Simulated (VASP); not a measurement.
Here is a VASP 6.6.1 calculation.

Contents of INCAR:

```
PREC = Accurate ; ENCUT = 520
EDIFF = 1E-7 ; ISMEAR = 0
SIGMA = 0.1 ; LREAL = False
LASPH = True ; NELM = 100
ALGO = Normal ; ISIF = 2
LWAVE = False ; LCHARG = False
GGA = PE ; IVDW = 12
NBANDS = 64
```

KPOINTS

```
regular mesh
0
Gamma
  6 6 4
```

The input POSCAR:

```
HPb4O8
1.0
    5.0725532268      0.0000000000      0.0000000000
    0.0000000000      5.0725532268      0.0000000000
    0.0000000000      0.0000000000      6.9729284050
Pb O H
4 8 1
Direct
    0.0000000000      0.0000000000     -0.0116298220
    0.0000000000      0.0000000000      0.4952734890
    0.5000000000      0.5000000000      0.2616298220
    0.5000000000      0.5000000000      0.7547265110
    0.2611626453      0.3482962995      0.0129841536
    0.3178202265      0.2934188653      0.5020140737
    0.1517037005      0.7611626453      0.2370158464
    0.2065811347      0.8178202265      0.7479859263
    0.7388373547      0.6517037005      0.0129841536
    0.6821797735      0.7065811347      0.5020140737
    0.8482962995      0.2388373547      0.2370158464
    0.7934188653      0.1821797735      0.7479859263
    0.0000000000      0.5000000000      0.1250000000
```

Potentials or basis: VASP PAW PBE potentials, release 64 (Pb_d, O, H).

The run is started by

```bash
$ cat potpaw_PBE.64/Pb_d/POTCAR potpaw_PBE.64/O/POTCAR potpaw_PBE.64/H/POTCAR > POTCAR
$ mpirun -np 1 vasp_std > vasp.out
```

**Question.** Predict the band gap on the k mesh.

**Answer.** Zero (an odd number of electrons rules out a gap without spin polarisation).

**Question.** Estimate the largest force.

**Answer.** 0.012 eV/Å.

**Question.** Estimate the pressure.

**Answer.** 0.1 GPa.

**Question.** Predict the dispersion energy per atom.

**Answer.** -0.200 eV.

Forces on the atoms (eV/Å):
```
Pb   0.000  0.000  0.012
Pb   0.000  0.000  0.004
Pb   0.000  0.000 -0.012
Pb   0.000  0.000 -0.004
O   -0.003  0.005 -0.002
O   -0.006 -0.002  0.005
O   -0.005 -0.003  0.002
O    0.002 -0.006 -0.005
O    0.003 -0.005 -0.002
O    0.006  0.002  0.005
O    0.005  0.003  0.002
O   -0.002  0.006 -0.005
H    0.000  0.000  0.000
```

Caveat: spin-orbit coupling is left out, which moves the levels of the heavy elements; an odd number of electrons without spin polarisation forces a metal; a magnetic or distorted state may lie lower.
